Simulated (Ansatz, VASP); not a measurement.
**HfSiF: VASP beside Ansatz**

The input INCAR:

```
ALGO = Normal
EDIFF = 1E-6
EDIFFG = -0.01
ENCUT = 600
GGA = PE
IBRION = 2
ISIF = 3
ISMEAR = 0
LASPH = T
LCHARG = F
LREAL = F
LWAVE = F
NELM = 100
NSW = 100
PREC = Accurate
SIGMA = 0.1
```

KPOINTS

```
k-points
0
Gamma
  12 12 6
```

The input POSCAR:

```
HfSiF
1.0
    3.7107798350      0.0000000000      0.0000000000
   -1.8553899175      3.2136296050      0.0000000000
    0.0000000000      0.0000000000      8.1915119571
Hf Si F
2 2 2
Direct
    0.0000000000      0.0000000000      0.5720777275
    0.0000000000      0.0000000000      0.0720777275
    0.6666666667      0.3333333333      0.8286123163
    0.3333333333      0.6666666667      0.3286123163
    0.3333333333      0.6666666667      0.6440899762
    0.6666666667      0.3333333333      0.1440899762
```

Input for Ansatz:

```yaml
crystal:
  lattice:
    - [3.710779835, 0.0, 0.0]
    - [-1.8553899175, 3.213629605, 0.0]
    - [0.0, 0.0, 8.1915119571]
  atoms:
    - { symbol: Hf, position: [0.0, 0.0, 0.5720777275] }
    - { symbol: Hf, position: [0.0, 0.0, 0.0720777275] }
    - { symbol: Si, position: [0.6666666667, 0.3333333333, 0.8286123163] }
    - { symbol: Si, position: [0.3333333333, 0.6666666667, 0.3286123163] }
    - { symbol: F, position: [0.3333333333, 0.6666666667, 0.6440899762] }
    - { symbol: F, position: [0.6666666667, 0.3333333333, 0.1440899762] }
basis:
  ecutwfc: 420
kpoints:
  mp_grid: { grid: [12, 12, 6] }
hamiltonian:
  xc: pbe
scf:
  occupations: { method: gaussian, width: 0.1 }
output:
  forces: true
  stress: true
  eigenvalues: true
relax:
  adjacent_minimum: "off"
  f_tol: 0.01
  max_steps: 80
  cell: { stress_tol: 0.05 }
```

Change from the starting cell: species swapped into the GdSbPd type (P6_3mc, No. 186).

Alike in both runs: task relaxation of cell and atoms; functional PBE; k mesh 12 × 12 × 6; occupations gaussian, width 0.1 eV; no spin polarisation.

|  | VASP | Ansatz |
| --- | --- | --- |
| version | VASP 6.6.1 | Ansatz 0.2.0 |
| potentials or method | VASP PAW PBE potentials, release 64 (Hf_pv, Si, F), cutoff 600 eV | scalar-relativistic, plane waves, PAW |
| valence electrons in the cell | 42 | 74 |

```tsv
	VASP	Ansatz	Ansatz less VASP
gap on the k mesh at the Fermi level, each at its own relaxed structure (eV)	none	none	-
relaxed volume (Å³/atom)	16.16	16.28	+0.119
relaxed cell length with the largest relative difference (Å)	3.708	3.735	+0.0270
```

A gap of «none» marks a metal or a gap that the smearing closes. VASP's potentials hold 42 valence electrons a cell and Ansatz's 74, so a difference there can come from the potentials and not from the codes.

Spin-orbit coupling is off throughout.
